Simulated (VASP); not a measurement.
Write the native input for VASP 6.6.1 that does the following.

- Task: single point
- Functional: PBEsol
- Potentials or basis: VASP PAW PBE potentials, release 64 (Ti_sv, C)
- Cutoff: 520 eV
- k mesh: 26 × 26 × 26
- Occupations: gaussian, width 0.15 eV
- Spin: no spin polarisation
- Dipole correction: no
- Further INCAR settings: ALGO = Normal; EDIFF = 1e-06; NBANDS = 15

The structure of TiC lies in POSCAR:

```
TiC
1.0
    0.0000000000      2.1760957726      2.0890519417
    2.1760957726      0.0000000000      2.0890519417
    2.1760957726      2.1760957726      0.0000000000
Ti C
1 1
Direct
    0.0000000000      0.0000000000      0.0000000000
    0.5000000000      0.5000000000      0.5000000000
```

This cell differs from its parent crystal: ratio of the length along z to the lengths across it x 0.96, volume and fractional coordinates fixed.

One way to write it, as run:

INCAR

```
SYSTEM = TiC
PREC = Accurate ; ENCUT = 520
EDIFF = 1E-6 ; ISMEAR = 0
SIGMA = 0.15 ; LREAL = .FALSE.
LASPH = .TRUE. ; NELM = 100
ALGO = Normal ; ISIF = 2
LWAVE = .FALSE. ; LCHARG = .FALSE.
GGA = PS ; NBANDS = 15
```

KPOINTS

```
Automatic mesh
0
G
  26 26 26
  0 0 0
```

Potentials or basis: VASP PAW PBE potentials, release 64 (Ti_sv, C).

The run is started by

```console
$ cat potpaw_PBE.64/Ti_sv/POTCAR potpaw_PBE.64/C/POTCAR > POTCAR
$ mpirun -np 1 vasp_std > vasp.out
```

Results of the run:

The pressure is 1.0 GPa and the band gap on the k mesh is zero (bands 8 and 9 overlap by 1.59 eV).

Caveat: the PAW data sets were made with another functional, which shifts forces and pressure a little.

It took 7.1 min on 1 thread of Intel Xeon 8259CL (shared host), peak memory 0.49 GiB.
